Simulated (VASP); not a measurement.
# BN (Fmm2) in VASP: elastic constants with PBE+D3(BJ)

Aim: the elastic constants of BN with PBE+D3(BJ).

All numbers are computed with VASP 6.6.1; they aren't measurements. Logs are shortened: lines on timing, memory, paths and dates and some standing lists are left out, and cuts for length are marked.

### Step 1. The cell of the first run

The structure is orthorhombic, space group Fmm2 (No. 42). Conventional cell: a = 2.508 Å, b = 6.673 Å, c = 4.338 Å, α = 90.00°, β = 90.00°, γ = 90.00°. Within 1.9 Å of B (site symmetry mm2) lie 3 N at 1.45 Å. Within 1.9 Å of N (site symmetry mm2) lie 3 B at 1.45 Å.

### Step 2. Elastic constants, PBE+D3(BJ)

File INCAR:

```
SYSTEM = BN
PREC = Accurate
ENCUT = 600
EDIFF = 1E-8
ISMEAR = 0
SIGMA = 0.01
LREAL = .FALSE.
LASPH = .TRUE.
NELM = 100
ALGO = Normal
ISIF = 3
LWAVE = .FALSE.
LCHARG = .TRUE.
GGA = PE
IVDW = 12
IBRION = 6
NFREE = 2
POTIM = 0.015
NSW = 1
```

File KPOINTS:

```
regular mesh
0
G
  12 12 12
  0 0 0
```

File POSCAR:

```
BN
1.0
    0.0000000000      3.3364789381      2.1688078532
    1.2538423048      0.0000000000      2.1688078532
    1.2538423048      3.3364789381      0.0000000000
B N
1 1
Direct
    0.0001075953      0.0001075953      0.9998924047
    0.6665923947      0.6665923947      0.3334076053
```

Potentials or basis: VASP PAW PBE potentials, release 64 (B, N).

Launch:

```sh
$ cat potpaw_PBE.64/B/POTCAR potpaw_PBE.64/N/POTCAR > POTCAR
$ mpirun -np 1 vasp_std > vasp.out
```

OUTCAR:

```text
SYSTEM = BN
   PREC = Accurate
   ENCUT = 600
   EDIFF = 1E-8
   ISMEAR = 0
   LREAL = .FALSE.
   LASPH = .TRUE.
   NELM = 100
   ISIF = 3
   GGA = PE
   IVDW = 12
   IBRION = 6
   NFREE = 2
   POTIM = 0.015
   NSW = 1
 IVDW          = 12

 ion  position               nearest neighbor table
   1  0.000  0.000  1.000-   2 1.45   2 1.45   2 1.45
   2  0.667  0.667  0.333-   1 1.45   1 1.45   1 1.45

  LATTYP: Found a face centered orthorhombic cell.
 ALAT       =     2.5076846096
 B/A-ratio  =     1.7297293646
 C/A-ratio  =     2.6610036408

  Lattice vectors:

 A1 = (  -0.0000000000,   3.3364789381,   2.1688078532)
 A2 = (  -1.2538423048,   3.3364789381,   0.0000000000)
 A3 = (  -1.2538423048,   0.0000000000,   2.1688078532)

Analysis of symmetry for initial positions (statically):
=====================================================================
 Subroutine PRICEL returns:
 Original cell was already a primitive cell.

 Routine SETGRP: Setting up the symmetry group for a
 face centered orthorhombic supercell.

 Subroutine GETGRP returns: Found  4 space group operations
 (whereof  4 operations were pure point group operations)
 out of a pool of  8 trial point group operations.

The static configuration has the point symmetry C_2v.

Analysis of symmetry for dynamics (positions and initial velocities):
=====================================================================
 Subroutine PRICEL returns:
 Original cell was already a primitive cell.

 Routine SETGRP: Setting up the symmetry group for a
 face centered orthorhombic supercell.

 Subroutine GETGRP returns: Found  4 space group operations
 (whereof  4 operations were pure point group operations)
 out of a pool of  8 trial point group operations.

The dynamic configuration has the point symmetry C_2v.

 Subroutine INISYM returns: Found  4 space group operations
 (whereof  4 operations are pure point group operations),
 and found     1 'primitive' translations

----------------------------------------------------------------------------------------

                                     Primitive cell

  volume of cell :      18.1461

  direct lattice vectors                    reciprocal lattice vectors
     0.000000000  3.336478938  2.168807853    -0.398774230  0.149858581  0.230541401
     1.253842305  0.000000000  2.168807853     0.398774230 -0.149858581  0.230541401
     1.253842305  3.336478938  0.000000000     0.398774230  0.149858581 -0.230541401

  length of vectors
     3.979424482  2.505164272  3.564296877     0.484383958  0.484383958  0.484383958

  position of ions in fractional coordinates (direct lattice)
     0.000107595  0.000107595  0.999892405
     0.666592395  0.666592395  0.333407605

  ion indices of the primitive-cell ions
   primitive index   ion index
                 1           1
                 2           2

----------------------------------------------------------------------------------------

 KPOINTS: regular mesh

Automatic generation of k-mesh.
 Grid dimensions read from file:
 generate k-points for:   12   12   12

 Generating k-lattice:

  Cartesian coordinates                     Fractional coordinates (reciprocal lattice)
    -0.033231186  0.012488215  0.019211783     0.083333333  0.000000000  0.000000000
     0.033231186 -0.012488215  0.019211783     0.000000000  0.083333333  0.000000000
     0.033231186  0.012488215 -0.019211783     0.000000000  0.000000000  0.083333333

[... 87 lines left out ...]
 finite differences with symmetry
 non-spin polarized calculation
 Gauss-broadening in eV      SIGMA  =   0.01
  energy-cutoff  :      600.00
  volume of cell :       18.15
 maximum number of plane-waves:       626
   NGX = 15   NGY =  9   NGZ = 15

--------------------------------------- Ionic step        1  -------------------------------------------

 number of electron       8.0000000 magnetization

 Free energy of the ion-electron system (eV)
  ---------------------------------------------------
  ext. energy  EPLUGINS =         0.00000000
  ---------------------------------------------------
  free energy    TOTEN  =       -17.57865151 eV

  energy without entropy =      -17.57865151  energy(sigma->0) =      -17.57865151

------------------------ aborting loop because EDIFF is reached ----------------------------------------

 Edisp (eV)   -0.28027

 E8    (eV) :    -0.0821
[... 105 lines left out ...]
  FREE ENERGIE OF THE ION-ELECTRON SYSTEM (eV)
  ---------------------------------------------------
  free  energy   TOTEN  =       -17.8470660732 eV

  energy  without entropy=      -17.8470660732  energy(sigma->0) =      -17.84706607

 E-fermi :   2.3506     XC(G=0):  -9.9943

 val. band max:        2.2745110167   @ k =   0.5000  -0.3333   0.1667
 cond. band min:       5.8118512211   @ k =   0.0000   0.5000   0.5000
 fundamental gap:      3.5373402044
 Fermi energy:         2.3505673713

 k-point     1 :       0.0000    0.0000    0.0000
  band No.  band energies     occupation
      1     -15.5216      2.00000
      2      -1.8621      2.00000
      3       0.7529      2.00000
      4       0.8297      2.00000
      5       7.3312      0.00000
      6      13.3134      0.00000
      7      13.7675      0.00000
      8      15.0088      0.00000
[... 243 lines left out ...]
 k-point    24 :      -0.4167    0.1667    0.0000
  band No.  band energies     occupation
      1     -12.1096      2.00000
      2      -6.3161      2.00000
      3      -3.3432      2.00000
      4       1.6391      2.00000
      5       6.8906      0.00000
      6      13.3909      0.00000
      7      15.5769      0.00000
      8      17.5915      0.00000

 [... further k-points ...]

[... ionic steps 4 to 22 ...]

--------------------------------------- Ionic step       23  -------------------------------------------

 number of electron       8.0000000 magnetization

------------------------ aborting loop because EDIFF is reached ----------------------------------------
[... 75 lines left out ...]
--------------------------------------- Ionic step       25  -------------------------------------------

 number of electron       8.0000000 magnetization

 Free energy of the ion-electron system (eV)
  ---------------------------------------------------
  ext. energy  EPLUGINS =         0.00000000
  ---------------------------------------------------
  free energy    TOTEN  =       -17.57410221 eV

  energy without entropy =      -17.57410221  energy(sigma->0) =      -17.57410221

 E-fermi :   2.4481     XC(G=0): -10.0396

 val. band max:        2.3536416232   @ k =   0.5000  -0.3333   0.1667
 cond. band min:       6.1048275134   @ k =   0.0000   0.5000   0.5000
 fundamental gap:      3.7511858902
 Fermi energy:         2.4480898481

 k-point     1 :       0.0000    0.0000    0.0000
  band No.  band energies     occupation
      1     -15.5587      2.00000
      2      -1.8912      2.00000
      3       0.7383      2.00000
      4       1.0820      2.00000
      5       7.4337      0.00000
      6      13.5496      0.00000
      7      14.1247      0.00000
      8      15.3475      0.00000
[... 286 lines left out ...]
  FREE ENERGIE OF THE ION-ELECTRON SYSTEM (eV)
  ---------------------------------------------------
  free  energy   TOTEN  =       -17.8543703642 eV

  energy  without entropy=      -17.8543703642  energy(sigma->0) =      -17.85437036

 INTERNAL STRAIN TENSORS FROM STRAINED CELLS
 ============================================

 INTERNAL STRAIN TENSOR FOR ION    1 for displacements in x,y,z  (eV/Angst):
          X           Y           Z          XY          YZ          ZX
  --------------------------------------------------------------------------------
  x     0.00000     0.00000     0.00000     0.00000     0.00000    12.36905
  y     0.00000     0.00000     0.00000    -0.00000    -0.23829     0.00000
  z    12.40805    -0.13875   -12.43393    -0.00132     0.00018    -0.00071

 INTERNAL STRAIN TENSORS FROM DISPLACED ATOMS
 ============================================

 INTERNAL STRAIN TENSOR FOR ION    1 for displacements in x,y,z  (eV/Angst):
          X           Y           Z          XY          YZ          ZX
  --------------------------------------------------------------------------------
  x     0.00000     0.00000     0.00000     0.00000     0.00000    12.37667
  y     0.00000     0.00000     0.00000     0.00000    -0.23833     0.00000
  z    12.36363    -0.13747   -12.37443     0.00000     0.00000     0.00000

 INTERNAL STRAIN TENSOR FOR ION    2 for displacements in x,y,z  (eV/Angst):
          X           Y           Z          XY          YZ          ZX
  --------------------------------------------------------------------------------
  x     0.00000     0.00000     0.00000     0.00000     0.00000   -12.37477
  y     0.00000     0.00000     0.00000     0.00000     0.23881     0.00000
  z   -12.36415     0.13503    12.36994     0.00000     0.00000     0.00000

 Eigenvectors and eigenvalues of the dynamical matrix
 ----------------------------------------------------

   1 f  =   40.607893 THz   255.146919 2PiTHz 1354.533521 cm-1   167.940677 meV
             X         Y         Z           dx          dy          dz
      1.253842  3.336479  0.000467     0.751189    0.000000    0.000000
      1.253842  3.336479  2.891422    -0.660087    0.000000    0.000000
[... 21 lines left out ...]
   6 f/i=    0.000190 THz     0.001193 2PiTHz    0.006333 cm-1     0.000785 meV
             X         Y         Z           dx          dy          dz
      1.253842  3.336479  0.000467     0.000002    0.660095    0.000005
      1.253842  3.336479  2.891422     0.000002    0.751182    0.000006

--------------------------------------------------------------------------------------------------------

 ELASTIC MODULI CONTR FROM IONIC RELAXATION (kBar)
 Direction    XX          YY          ZZ          XY          YZ          ZX
 --------------------------------------------------------------------------------
 XX        -328.0676      3.6153    328.2877      0.0000     -0.0000     -0.0000
 YY           3.6153     -0.0398     -3.6177      0.0000      0.0000      0.0000
 ZZ         328.2877     -3.6177   -328.5079      0.0000      0.0000      0.0000
 XY           0.0000      0.0000      0.0000      0.0000      0.0000      0.0000
 YZ          -0.0000      0.0000      0.0000      0.0000     -0.3956      0.0000
 ZX          -0.0000      0.0000      0.0000      0.0000      0.0000   -328.5388
 --------------------------------------------------------------------------------

 TOTAL ELASTIC MODULI (kBar)
 Direction    XX          YY          ZZ          XY          YZ          ZX
 --------------------------------------------------------------------------------
 XX        8731.7410      0.1975   1976.2345      0.0000     -0.0000     -0.0000
 YY           0.1975    281.5244    -88.2934      0.0000      0.0000      0.0000
 ZZ        1976.2345    -88.2934   8785.0276      0.0000      0.0000      0.0000
 XY           0.0000      0.0000      0.0000     87.4306      0.0000      0.0000
 YZ          -0.0000      0.0000      0.0000      0.0000    -33.6688      0.0000
 ZX          -0.0000      0.0000      0.0000      0.0000      0.0000   3390.1007
 --------------------------------------------------------------------------------
```

Wall time 13 min (1 thread of Intel Xeon 6975P-C, shared host); peak memory 0.33 GiB.

Results:

| Property | Result |
| --- | --- |
| Voigt bulk modulus | 240 GPa |
| Highest phonon frequency at Γ, LO-TO splitting left out | 1355 cm⁻¹ |
| Dispersion energy per atom | -0.140 eV |

Phonon frequencies in cm⁻¹ (negative: imaginary):
| q point | frequencies |
| --- | --- |
| (0.000, 0.000, 0.000) | 0 0 0 752 1354 1355 |

Elastic tensor in Voigt notation (GPa, in the Cartesian axes of the cell as first typed):
```
873   0 198   0   0   0
  0  28  -9   0   0   0
198  -9 879   0   0   0
  0   0   0  -3   0   0
  0   0   0   0 339   0
  0   0   0   0   0   9
```

Clamped-ion elastic tensor (GPa):
```
906   0 165   0   0   0
  0  28  -8   0   0   0
165  -8 911   0   0   0
  0   0   0  -3   0   0
  0   0   0   0 372   0
  0   0   0   0   0   9
```

Caveat: the elastic tensor has a negative eigenvalue, so either the cell is unstable as it stands or the mesh is too thin.
